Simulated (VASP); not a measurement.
Set up this calculation in VASP 6.6.1, as the native input.

| Item | Value |
| --- | --- |
| Task | single point |
| Functional | PBE |
| Potentials or basis | VASP PAW PBE potentials, release 64 (Ti_sv, Al) |
| Cutoff | 520 eV |
| k mesh | 14 × 14 × 14 |
| Occupations | gaussian, width 0.1 eV |
| Spin | no spin polarisation |
| Dipole correction | no |
| Further INCAR settings | ALGO = Normal; EDIFF = 1e-06; NBANDS = 14 |

The structure of TiAl lies in POSCAR:

```
TiAl
1.0
    3.1863219221      0.0000000000      0.0000000000
    0.0000000000      3.1863219221      0.0000000000
    0.0000000000      0.0000000000      3.1863219221
Ti Al
1 1
Direct
    0.0000000000      0.0000000000      0.0000000000
    0.5000000000      0.5000000000      0.5000000000
```

One way to write it, as run:

INCAR

```
SYSTEM = TiAl
ALGO     = Normal         ! electronic algorithm
EDIFF    = 1E-6           ! SCF threshold, eV
ENCUT    = 520            ! plane-wave cutoff, eV
GGA      = PE             ! functional
ISIF     = 2              ! what is computed and relaxed
ISMEAR   = 0              ! smearing method
LASPH    = .TRUE.         ! aspherical terms in the spheres
LCHARG   = .FALSE.        ! write CHGCAR
LREAL    = .FALSE.        ! projectors in reciprocal space
LWAVE    = .FALSE.        ! write WAVECAR
NBANDS   = 14             ! bands
NELM     = 80             ! most SCF steps
PREC     = Accurate       ! precision mode
SIGMA    = 0.1            ! smearing width, eV
```

KPOINTS

```
k-points
0
G
  14 14 14
  0 0 0
```

Potentials or basis: VASP PAW PBE potentials, release 64 (Ti_sv, Al).

Launch:

```console
$ cat potpaw_PBE.64/Ti_sv/POTCAR potpaw_PBE.64/Al/POTCAR > POTCAR
$ mpirun -np 1 vasp_std > vasp.out
```

It gave:

The pressure is -0.1 GPa and the band gap on the k mesh is zero (an odd number of electrons rules out a gap without spin polarisation).

Wall time 18 s on 1 thread of Intel(R) Xeon(R) Platinum 8488C (Sapphire Rapids) (shared host), peak memory 0.18 GiB.
